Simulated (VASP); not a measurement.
# BaS (Fm-3m) in VASP: notebook, part 3 of 3

VASP 6.6.1. Earlier steps stand in the parts before.

## (5) Electric field gradients, PBE (volume scaled by 1.06)

INCAR reads:

```
  PREC = Accurate
  ENCUT = 520
  EDIFF = 1E-8
  ISMEAR = -1
  SIGMA = 0.02
  LREAL = F
  LASPH = T
  NELM = 60
  ALGO = Normal
  ISIF = 2
  LWAVE = F
  LCHARG = F
  GGA = PE
  LEFG = T
  NBANDS = 15
```

KPOINTS reads:

```
Automatic mesh
0
Gamma
  8 8 8
```

POSCAR reads:

```
BaS
1.0
    0.0000000000      3.2563884516      3.2563884516
    3.2563884516      0.0000000000      3.2563884516
    3.2563884516      3.2563884516      0.0000000000
Ba S
1 1
Direct
    0.0000000000      0.0000000000      0.0000000000
    0.5000000000      0.5000000000      0.5000000000
```

Potentials or basis: VASP PAW PBE potentials, release 64 (Ba_sv, S).

On the command line:

```sh
$ cat potpaw_PBE.64/Ba_sv/POTCAR potpaw_PBE.64/S/POTCAR > POTCAR
$ mpirun -np 1 vasp_std > vasp.out
```

OUTCAR:

```text
PREC = Accurate
   ENCUT = 520
   EDIFF = 1E-8
   ISMEAR = -1
   LREAL = F
   LASPH = T
   NELM = 60
   ISIF = 2
   GGA = PE

 ion  position               nearest neighbor table
   1  0.000  0.000  0.000-   2 3.26   2 3.26   2 3.26   2 3.26   2 3.26   2 3.26
   2  0.500  0.500  0.500-   1 3.26   1 3.26   1 3.26   1 3.26   1 3.26   1 3.26

  LATTYP: Found a face centered cubic cell.
 ALAT       =     6.5127769032

  Lattice vectors:

 A1 = (   0.0000000000,   3.2563884516,   3.2563884516)
 A2 = (   3.2563884516,   0.0000000000,   3.2563884516)
 A3 = (   3.2563884516,   3.2563884516,   0.0000000000)

Analysis of symmetry for initial positions (statically):
=====================================================================
 Subroutine PRICEL returns:
 Original cell was already a primitive cell.

 Routine SETGRP: Setting up the symmetry group for a
 face centered cubic supercell.

 Subroutine GETGRP returns: Found 48 space group operations
 (whereof 48 operations were pure point group operations)
 out of a pool of 48 trial point group operations.

The static configuration has the point symmetry O_h .

Analysis of symmetry for dynamics (positions and initial velocities):
=====================================================================
 Subroutine PRICEL returns:
 Original cell was already a primitive cell.

 Routine SETGRP: Setting up the symmetry group for a
 face centered cubic supercell.

 Subroutine GETGRP returns: Found 48 space group operations
 (whereof 48 operations were pure point group operations)
 out of a pool of 48 trial point group operations.

The dynamic configuration has the point symmetry O_h .

 Subroutine INISYM returns: Found 48 space group operations
 (whereof 48 operations are pure point group operations),
 and found     1 'primitive' translations

----------------------------------------------------------------------------------------

                                     Primitive cell

  volume of cell :      69.0619

  direct lattice vectors                    reciprocal lattice vectors
     0.000000000  3.256388452  3.256388452    -0.153544335  0.153544335  0.153544335
     3.256388452  0.000000000  3.256388452     0.153544335 -0.153544335  0.153544335
     3.256388452  3.256388452  0.000000000     0.153544335  0.153544335 -0.153544335

  length of vectors
     4.605228713  4.605228713  4.605228713     0.265946590  0.265946590  0.265946590

  position of ions in fractional coordinates (direct lattice)
     0.000000000  0.000000000  0.000000000
     0.500000000  0.500000000  0.500000000

  ion indices of the primitive-cell ions
   primitive index   ion index
                 1           1
                 2           2

----------------------------------------------------------------------------------------

 KPOINTS: Automatic mesh

Automatic generation of k-mesh.
 Grid dimensions read from file:
 generate k-points for:    8    8    8

 Generating k-lattice:

[... 80 lines left out ...]
     AMIX     =   0.40;   BMIX     =  1.00
     AMIX_MAG =   1.60;   BMIX_MAG =  1.00
  volume/ion in A,a.u.               =      34.53       233.03
  Fermi-wavevector in a.u.,A,eV,Ry     =   1.005469  1.900061 13.755049  1.010968
  Thomas-Fermi vector in A             =   2.138150
   LORBIT       =      0    0 simple, 1 ext, 2 COOP (PROOUT), +10 PAW based schemes
   GGA     = PE    functional components
   LHFCALC =     F    Hartree Fock is set to
   AEXX    =    0.0000 exact exchange contribution
   IVDW    =     0    specifies the selected vdW correction
   LEPSILON=     F    determine dielectric tensor
   LRPA    =     F    only Hartree local field effects (RPA)
 non-spin polarized calculation
  energy-cutoff  :      520.00
  volume of cell :       69.06
 maximum number of plane-waves:      1880
 NGX is ok and might be reduce to    36
   NGX = 17   NGY = 17   NGZ = 17

 number of electron      16.0000000 magnetization

 Free energy of the ion-electron system (eV)
  ---------------------------------------------------
  ext. energy  EPLUGINS =         0.00000000
  ---------------------------------------------------
  free energy    TOTEN  =       -10.18864990 eV

  energy without entropy =      -10.18864990  energy(sigma->0) =      -10.18864990

 E-fermi :   1.5417     XC(G=0):  -8.3864

 val. band max:        1.1624306954   @ k =   0.0000   0.0000   0.0000
 cond. band min:       3.3584775845   @ k =   0.5000   0.5000   0.0000
 fundamental gap:      2.1960468891
 Fermi energy:         1.5416554787

 k-point     1 :       0.0000    0.0000    0.0000
  band No.  band energies     occupation
      1     -25.1031      2.00000
      2     -10.1634      2.00000
      3     -10.1634      2.00000
      4     -10.1634      2.00000
      5      -9.1108      2.00000
      6       1.1624      2.00000
      7       1.1624      2.00000
      8       1.1624      2.00000
      9       4.4850      0.00000
     10       5.0157      0.00000
     11       5.0157      0.00000
     12       5.0157      0.00000
     13       5.8817      0.00000
     14       5.8817      0.00000
[... 401 lines left out ...]
      2     -10.8821      2.00000
      3     -10.3190      2.00000
      4     -10.2476      2.00000
      5      -8.3645      2.00000
      6      -0.2339      2.00000
      7       0.3629      2.00000
      8       0.4163      2.00000
      9       5.7576      0.00000
     10       5.9185      0.00000
     11       7.5720      0.00000
     12       7.7242      0.00000
     13       8.6771      0.00000
     14       9.5944      0.00000
     15      10.1232      0.00000

 [... further k-points ...]

------------------------ aborting loop because EDIFF is reached ----------------------------------------

  FORCE on cell =-STRESS in cart. coord.  units (eV):
  Direction    XX          YY          ZZ          XY          YZ          ZX
  --------------------------------------------------------------------------------------
  -------------------------------------------------------------------------------------
  Total       -0.4400410     -0.4400410     -0.4400410      0.0000000     -0.0000000      0.0000000
  in kB      -10.2085738    -10.2085738    -10.2085738      0.0000000     -0.0000000      0.0000000
  external PRESSURE =     -10.2085738 kB  Pullay stress =       0.0000000 kB

 VOLUME and BASIS-vectors are now :
 -----------------------------------------------------------------------------
  energy-cutoff  :      520.00
  volume of cell :       69.06
      direct lattice vectors                 reciprocal lattice vectors
     0.000000000  3.256388452  3.256388452    -0.153544335  0.153544335  0.153544335
     3.256388452  0.000000000  3.256388452     0.153544335 -0.153544335  0.153544335
     3.256388452  3.256388452  0.000000000     0.153544335  0.153544335 -0.153544335

 POSITION                                       TOTAL-FORCE (eV/Angst)
 -----------------------------------------------------------------------------------
      0.00000      0.00000      0.00000        -0.000000      0.000000      0.000000
      3.25639      3.25639      3.25639         0.000000     -0.000000     -0.000000
 -----------------------------------------------------------------------------------
    total drift:                                0.000000      0.000000      0.000000

  FREE ENERGIE OF THE ION-ELECTRON SYSTEM (eV)
  ---------------------------------------------------
  free  energy   TOTEN  =       -10.1886499009 eV

  energy  without entropy=      -10.1886499008  energy(sigma->0) =      -10.18864990

 Electric field gradients (V/A^2)
---------------------------------------------------------------------
 ion       V_xx      V_yy      V_zz      V_xy      V_xz      V_yz
---------------------------------------------------------------------
   1      -0.000    -0.000    -0.000    -0.000    -0.000    -0.000
   2      -0.000    -0.000     0.000     0.000     0.000     0.000
---------------------------------------------------------------------

 Electric field gradients after diagonalization (V/A^2)
 (convention: |V_zz| > |V_xx| > |V_yy|)
----------------------------------------------------------------------
 ion       V_xx      V_yy      V_zz     asymmetry (V_yy - V_xx)/ V_zz
----------------------------------------------------------------------
   1       0.000     0.000    -0.000       0.000
   2      -0.000    -0.000     0.000       0.000
----------------------------------------------------------------------

           NMR quadrupolar parameters

 Cq : quadrupolar parameter    Cq=e*Q*V_zz/h
 eta: asymmetry parameters     (V_yy - V_xx)/ V_zz
 Q  : nuclear electric quadrupole moment in mb (millibarn)
----------------------------------------------------------------------
 ion       Cq(MHz)       eta       Q (mb)
----------------------------------------------------------------------
   1      -0.000       0.000       1.000
   2       0.000       0.000       1.000
----------------------------------------------------------------------
```

stdout:

```text
POSCAR found type information on POSCAR BaS
 POSCAR found :  2 types and       2 ions
 scaLAPACK will be used
 LDA part: xc-table for (Slater+PW92), standard interpolation
 POSCAR, INCAR and KPOINTS ok, starting setup
 FFT: planning ... GRIDC
 FFT: planning ... GRID_SOFT
 FFT: planning ... GRID
 WAVECAR not read
 entering main loop
ion   1

ion   2
```

It took 28 s on 1 thread of AMD EPYC 7R13 (Zen 3), shared host; peak memory 0.18 GiB.

What came out:

* Free energy: -10.1886 eV
* Pressure: -1.0 GPa
* Band gap on the k mesh: 2.20 eV, indirect (least direct gap 2.36 eV)

Levels at points of the mesh, in eV from the valence-band top:
| k point | band 6 | band 7 | band 8 | band 9 | band 10 | band 11 |
| --- | --- | --- | --- | --- | --- | --- |
| (0.00, 0.00, 0.00) | 0.00 | 0.00 | 0.00 | 3.32 | 3.85 | 3.85 |
| (0.50, 0.00, 0.00) | -1.81 | -0.98 | -0.98 | 5.34 | 5.51 | 6.08 |
| (0.50, 0.50, 0.00) | -0.58 | -0.16 | -0.16 | 2.20 | 5.68 | 5.78 |

Caveat: without QUAD_EFG the Cq values of the log hold for a quadrupole moment of 1 mb, not for the nuclei; spin-orbit coupling is left out, which moves the levels of the heavy elements. A k mesh can miss the band edges.

## (6) Electric field gradients, PBE (volume scaled by 1.06)

INCAR reads:

```
SYSTEM = BaS
  PREC = Accurate
  ENCUT = 520
  EDIFF = 1E-8
  ISMEAR = -1
  SIGMA = 0.02
  LREAL = .FALSE.
  LASPH = .TRUE.
  NELM = 60
  ALGO = Normal
  ISIF = 2
  LWAVE = .FALSE.
  LCHARG = .FALSE.
  GGA = PE
  LEFG = .TRUE.
  NBANDS = 15
```

KPOINTS reads:

```
Automatic mesh
0
G
  8 8 8
  0 0 0
```

POSCAR is that of step 5.

Potentials or basis: VASP PAW PBE potentials, release 64 (Ba_sv, S).

On the command line:

```sh
$ cat potpaw_PBE.64/Ba_sv/POTCAR potpaw_PBE.64/S/POTCAR > POTCAR
$ mpirun -np 1 vasp_std > vasp.out
```

OUTCAR:

```text
SYSTEM = BaS
   PREC = Accurate
   ENCUT = 520
   EDIFF = 1E-8
   ISMEAR = -1
   LREAL = .FALSE.
   LASPH = .TRUE.
   NELM = 60
   ISIF = 2
   GGA = PE

 ion  position               nearest neighbor table
   1  0.000  0.000  0.000-   2 3.26   2 3.26   2 3.26   2 3.26   2 3.26   2 3.26
   2  0.500  0.500  0.500-   1 3.26   1 3.26   1 3.26   1 3.26   1 3.26   1 3.26

  LATTYP: Found a face centered cubic cell.
 ALAT       =     6.5127769032

  Lattice vectors:

 A1 = (   0.0000000000,   3.2563884516,   3.2563884516)
 A2 = (   3.2563884516,   0.0000000000,   3.2563884516)
 A3 = (   3.2563884516,   3.2563884516,   0.0000000000)

Analysis of symmetry for initial positions (statically):
=====================================================================
 Subroutine PRICEL returns:
 Original cell was already a primitive cell.

 Routine SETGRP: Setting up the symmetry group for a
 face centered cubic supercell.

 Subroutine GETGRP returns: Found 48 space group operations
 (whereof 48 operations were pure point group operations)
 out of a pool of 48 trial point group operations.

The static configuration has the point symmetry O_h .

Analysis of symmetry for dynamics (positions and initial velocities):
=====================================================================
 Subroutine PRICEL returns:
 Original cell was already a primitive cell.

 Routine SETGRP: Setting up the symmetry group for a
 face centered cubic supercell.

 Subroutine GETGRP returns: Found 48 space group operations
 (whereof 48 operations were pure point group operations)
 out of a pool of 48 trial point group operations.

[... 577 lines left out ...]
      7       0.3629      2.00000
      8       0.4163      2.00000
      9       5.7576      0.00000
     10       5.9185      0.00000
     11       7.5720      0.00000
     12       7.7242      0.00000
     13       8.6771      0.00000
     14       9.5944      0.00000
     15      10.1232      0.00000

 [... further k-points ...]

------------------------ aborting loop because EDIFF is reached ----------------------------------------

  FORCE on cell =-STRESS in cart. coord.  units (eV):
  Direction    XX          YY          ZZ          XY          YZ          ZX
  --------------------------------------------------------------------------------------
  -------------------------------------------------------------------------------------
  Total       -0.4400410     -0.4400410     -0.4400410      0.0000000     -0.0000000      0.0000000
  in kB      -10.2085738    -10.2085738    -10.2085738      0.0000000     -0.0000000      0.0000000
  external PRESSURE =     -10.2085738 kB  Pullay stress =       0.0000000 kB

 VOLUME and BASIS-vectors are now :
 -----------------------------------------------------------------------------
  energy-cutoff  :      520.00
  volume of cell :       69.06
      direct lattice vectors                 reciprocal lattice vectors
     0.000000000  3.256388452  3.256388452    -0.153544335  0.153544335  0.153544335
     3.256388452  0.000000000  3.256388452     0.153544335 -0.153544335  0.153544335
     3.256388452  3.256388452  0.000000000     0.153544335  0.153544335 -0.153544335

 POSITION                                       TOTAL-FORCE (eV/Angst)
 -----------------------------------------------------------------------------------
      0.00000      0.00000      0.00000        -0.000000      0.000000      0.000000
      3.25639      3.25639      3.25639         0.000000     -0.000000     -0.000000
 -----------------------------------------------------------------------------------
    total drift:                                0.000000      0.000000      0.000000

  FREE ENERGIE OF THE ION-ELECTRON SYSTEM (eV)
  ---------------------------------------------------
  free  energy   TOTEN  =       -10.1886499009 eV

  energy  without entropy=      -10.1886499008  energy(sigma->0) =      -10.18864990

 Electric field gradients (V/A^2)
---------------------------------------------------------------------
 ion       V_xx      V_yy      V_zz      V_xy      V_xz      V_yz
---------------------------------------------------------------------
   1      -0.000    -0.000    -0.000    -0.000    -0.000    -0.000
   2      -0.000    -0.000     0.000     0.000     0.000     0.000
---------------------------------------------------------------------

 Electric field gradients after diagonalization (V/A^2)
 (convention: |V_zz| > |V_xx| > |V_yy|)
----------------------------------------------------------------------
 ion       V_xx      V_yy      V_zz     asymmetry (V_yy - V_xx)/ V_zz
----------------------------------------------------------------------
   1       0.000     0.000    -0.000       0.000
   2      -0.000    -0.000     0.000       0.000
----------------------------------------------------------------------

           NMR quadrupolar parameters

 Cq : quadrupolar parameter    Cq=e*Q*V_zz/h
 eta: asymmetry parameters     (V_yy - V_xx)/ V_zz
 Q  : nuclear electric quadrupole moment in mb (millibarn)
----------------------------------------------------------------------
 ion       Cq(MHz)       eta       Q (mb)
----------------------------------------------------------------------
   1      -0.000       0.000       1.000
   2       0.000       0.000       1.000
----------------------------------------------------------------------
```

stdout:

```text
POSCAR found type information on POSCAR BaS
 POSCAR found :  2 types and       2 ions
 scaLAPACK will be used
 LDA part: xc-table for (Slater+PW92), standard interpolation
 POSCAR, INCAR and KPOINTS ok, starting setup
 FFT: planning ... GRIDC
 FFT: planning ... GRID_SOFT
 FFT: planning ... GRID
 WAVECAR not read
 entering main loop
ion   1

ion   2
```

Run time: 28 s. Hardware: 1 thread of AMD EPYC 7R13 (Zen 3), shared host; peak memory 0.18 GiB.

What came out:

| Item | Value |
| --- | --- |
| Free energy | -10.1886 eV |
| Pressure | -1.0 GPa |
| Band gap on the k mesh | 2.20 eV, indirect (least direct gap 2.36 eV) |

Levels at points of the mesh, in eV from the valence-band top:
```
           k point  band 4  band 5  band 6  band 7  band 8  band 9  band 10  band 11  band 12  band 13
(0.00, 0.00, 0.00)  -11.33  -10.27    0.00    0.00    0.00    3.32     3.85     3.85     3.85     4.72
(0.50, 0.00, 0.00)  -11.36   -9.28   -1.81   -0.98   -0.98    5.34     5.51     6.08     6.08     8.47
(0.50, 0.50, 0.00)  -11.48  -10.18   -0.58   -0.16   -0.16    2.20     5.68     5.78     7.18     7.18
```

Caveat: without QUAD_EFG the Cq values of the log hold for a quadrupole moment of 1 mb, not for the nuclei; spin-orbit coupling is left out, which moves the levels of the heavy elements. A k mesh can miss the band edges.

## (7) The runs side by side

```csv
cell,gap on the mesh (eV),pressure (GPa)
"a = 4.502 Å, angles 60.0°, 2 atoms",2.09,1.9
"a = 4.547 Å, angles 60.0°, 2 atoms",2.14,0.5
"a = 4.605 Å, angles 60.0°, 2 atoms",2.20,-1.0
```

Alike in all rows: task electric field gradients; level PBE; potentials or basis VASP PAW PBE potentials, release 64 (Ba_sv, S); no spin polarisation; k mesh 8 × 8 × 8; cutoff (eV) 520; smearing fermi-dirac 0.02 eV.

Caveats: spin-orbit coupling is left out, which moves the levels of the heavy elements.

Total energies depend on the potentials used, so only differences within one code and one set of settings carry meaning.
